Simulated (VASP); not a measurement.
Write the native input for VASP 6.6.1 that does the following.

```
Task                   : single point
Functional             : PBE
Potentials or basis    : VASP PAW PBE potentials, release 64 (Cd, Te)
Cutoff                 : 500 eV
k mesh                 : 8 × 8 × 8
Occupations            : gaussian, width 0.02 eV
Spin                   : no spin polarisation
Dipole correction      : no
Further INCAR settings : ALGO = Normal; EDIFF = 1e-06; NBANDS = 16
```

The structure of CdTe lies in POSCAR:

```
CdTe
1.0
    0.0000000000      3.3096311675      3.3096311675
    3.3096311675      0.0000000000      3.3096311675
    3.3096311675      3.3096311675      0.0000000000
Cd Te
1 1
Direct
    0.0000000000      0.0000000000      0.0000000000
    0.2500000000      0.2500000000      0.2500000000
```

One way to write it, as run:

INCAR

```
PREC     = Accurate       # precision mode
ENCUT    = 500            # plane-wave cutoff, eV
EDIFF    = 1E-6           # SCF threshold, eV
ISMEAR   = 0              # smearing method
SIGMA    = 0.02           # smearing width, eV
LREAL    = False          # projectors in reciprocal space
LASPH    = True           # aspherical terms in the spheres
NELM     = 120            # most SCF steps
ALGO     = Normal         # electronic algorithm
ISIF     = 2              # what is computed and relaxed
LWAVE    = False          # write WAVECAR
LCHARG   = False          # write CHGCAR
GGA      = PE             # functional
NBANDS   = 16             # bands
GGA_COMPAT= False
```

KPOINTS

```
regular mesh
0
Gamma
  8 8 8
```

Potentials or basis: VASP PAW PBE potentials, release 64 (Cd, Te).

Command:

```bash
$ cat potpaw_PBE.64/Cd/POTCAR potpaw_PBE.64/Te/POTCAR > POTCAR
$ mpirun -np 1 vasp_std > vasp.out
```

It gave:

```
Pressure               : 0.1 GPa
Band gap on the k mesh : 0.58 eV
```

Caveat: spin-orbit coupling is left out, which moves the levels of the heavy elements.

It took 12 s on 1 thread of Intel(R) Xeon(R) 6975P-C (Granite Rapids) (shared host), peak memory 0.21 GiB.
